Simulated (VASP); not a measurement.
**C: relaxation of cell and atoms with PBE**

C:

```
C
1.0
     1.72350    0.00000    0.00000
    -0.86175    1.49259    0.00000
     0.00000    0.00000    2.79206
C
2
Direct
  0.33333 0.66667 0.25000
  0.66667 0.33333 0.75000
```

```yaml
Program: VASP 6.6.1
Task: relaxation of cell and atoms
Functional: PBE
Potentials_or_basis: VASP PAW PBE potentials, release 64 (C)
Cutoff: 600 eV
k_mesh: 26 × 26 × 14
Occupations: fermi-dirac, width 0.05 eV
Spin: no spin polarisation
Target_pressure: 380 GPa
Dipole_correction: no
Further_INCAR_settings: ALGO = Normal; EDIFF = 1e-06; IBRION = 2; EDIFFG = -0.005; NSW = 60; ISIF = 3
```

The relaxed volume is 3.59 Å³/atom. The relaxed cell is a = 1.521 Å, b = 1.521 Å, c = 3.584 Å, α = 90.00°, β = 90.00°, γ = 120.00°, the space group after relaxing (to 0.05 Å) is P6_3/mmc (No. 194) and the energy change on relaxing (the enthalpy is what falls) is -209.2 meV/atom. The ionic steps are 22, the pressure after relaxing is 380.1 GPa and the band gap on the k mesh is zero (band 4 reaches 25.39 eV, above the bottom of band 5 at 16.99 eV).

Stress tensor (GPa, compression positive):
```
380.10   0.00   0.00
  0.00 380.10   0.00
  0.00   0.00 380.22
```

Step by step:
| step | energy change (eV) | largest force (eV/Å) | pressure (GPa) | volume (Å³) |
| --- | --- | --- | --- | --- |
| 1 | 0.0000 | 0.0000 | 377.64 | 7.18 |
| 2 | 0.0573 | 0.0000 | 382.36 | 7.12 |
| 3 | 0.2924 | 0.0000 | 408.13 | 6.97 |
| 4 | 1.4919 | 0.0000 | 546.19 | 6.52 |
| 5 | 0.6191 | 0.0000 | 445.93 | 6.80 |
| 6 | 0.8894 | 0.0000 | 475.24 | 6.70 |
| 7 | 0.8083 | 0.0000 | 471.17 | 6.73 |
| 8 | 0.5838 | 0.0000 | 460.28 | 6.80 |
| 9 | 0.2412 | 0.0000 | 445.74 | 6.94 |
| 10 | 0.3035 | 0.0000 | 447.84 | 6.91 |
| 11 | 0.2700 | 0.0000 | 446.54 | 6.92 |
| 12 | 0.1063 | 0.0000 | 431.02 | 6.98 |
| 13 | -0.3116 | 0.0000 | 392.08 | 7.14 |
| 14 | -0.4494 | 0.0000 | 379.13 | 7.20 |
| 15 | -0.4642 | 0.0000 | 377.70 | 7.20 |
| 16 | -0.4608 | 0.0000 | 377.84 | 7.20 |
| 17 | -0.4505 | 0.0000 | 378.29 | 7.20 |
| 18 | -0.4295 | 0.0000 | 379.08 | 7.19 |
| 19 | -0.4331 | 0.0000 | 378.92 | 7.19 |
| 20 | -0.4320 | 0.0000 | 378.92 | 7.19 |
| 21 | -0.4310 | 0.0000 | 378.96 | 7.19 |
| 22 | -0.4183 | 0.0000 | 380.14 | 7.18 |

Final structure:
```
C
1.0
     1.52149    0.00000    0.00000
    -0.76075    1.31765    0.00000
     0.00000    0.00000    3.58386
C
2
Direct
  0.33333 0.66667 0.25000
  0.66667 0.33333 0.75000
```

Levels at points of the mesh, in eV from the Fermi level:
```tsv
k point	band 2	band 3	band 4	band 5	band 6	band 7
(0.00, 0.00, 0.00)	-23.43	-20.70	-0.17	17.05	21.60	21.60
(0.50, 0.00, 0.00)	-16.27	-6.90	-3.21	-2.53	1.22	11.18
(0.00, 0.00, 0.50)	-29.31	-10.46	-10.46	22.00	22.00	22.00
(0.50, 0.00, 0.50)	-17.12	-7.15	-7.15	3.08	3.08	12.27
```

Run time: 85 s on 1 thread of Intel(R) Xeon(R) 6975P-C (Granite Rapids), on a shared host, peak memory 0.14 GiB.

Caveat: the cell is relaxed towards a set pressure, so the enthalpy falls and the energy may rise.
